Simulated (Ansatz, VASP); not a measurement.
# One calculation of Ta, two programs

The input INCAR:

```
PREC = Accurate ; ENCUT = 520
EDIFF = 1E-7 ; ISMEAR = -1
SIGMA = 0.08 ; LREAL = False
LASPH = True ; NELM = 80
ALGO = Normal ; ISIF = 2
LWAVE = False ; LCHARG = False
GGA = CA ; NBANDS = 18
```

Contents of KPOINTS:

```
regular mesh
0
Gamma
  13 13 13
```

Contents of POSCAR:

```
Ta
1.0
    0.0000000000      2.9665721478      2.9665721478
    2.9665721478      0.0000000000      2.9665721478
    2.9665721478      2.9665721478      0.0000000000
Ta
2
Direct
   -0.1250000000     -0.1250000000     -0.1250000000
    0.1250000000      0.1250000000      0.1250000000
```

Input for Ansatz:

```yaml
crystal:
  lattice:
    - [0.0, 2.9665721478, 2.9665721478]
    - [2.9665721478, 0.0, 2.9665721478]
    - [2.9665721478, 2.9665721478, 0.0]
  atoms:
    - { symbol: Ta, position: [-0.125, -0.125, -0.125] }
    - { symbol: Ta, position: [0.125, 0.125, 0.125] }
kpoints:
  mp_grid: { grid: [13, 13, 13] }
  band_path:
    path:
      - [0.0, 0.0, 0.0]
      - [0.5, 0.0, 0.5]
      - [0.625, 0.25, 0.625]
      - [0.375, 0.375, 0.75]
      - [0.0, 0.0, 0.0]
      - [0.5, 0.5, 0.5]
      - [0.5, 0.25, 0.75]
      - [0.5, 0.0, 0.5]
    npoints: 14
scf:
  occupations: { method: fermi_dirac, width: 0.08 }
hamiltonian:
  xc: lda
  pseudopotentials: { kind: all_electron, lapw: { basis_error: 0.001 } }
output:
  forces: true
  stress: true
  eigenvalues: true
  populations: true
  dos: { projected: true, de: 0.2, e_range: [-14, 8] }
```

Alike in both runs: task single point; functional LDA; k mesh 13 × 13 × 13; occupations fermi-dirac, width 0.08 eV; no spin polarisation.

|  | VASP | Ansatz |
| --- | --- | --- |
| version | VASP 6.6.1 | Ansatz 0.2.0 |
| potentials or method | VASP PAW LDA potentials, release 64 (Ta_pv), cutoff 520 eV | all-electron LAPW, scalar-relativistic |

Ansatz gave:

- pressure (GPa): -0.1

Question: What did VASP give for the same quantities?

Answer: Pressure (GPa): 0.3.

LDA's correlation is that of Perdew and Zunger in VASP and of Perdew and Wang (1992) in Ansatz. Ansatz ran all-electron here, and VASP with PAW potentials.

Spin-orbit coupling is off throughout.
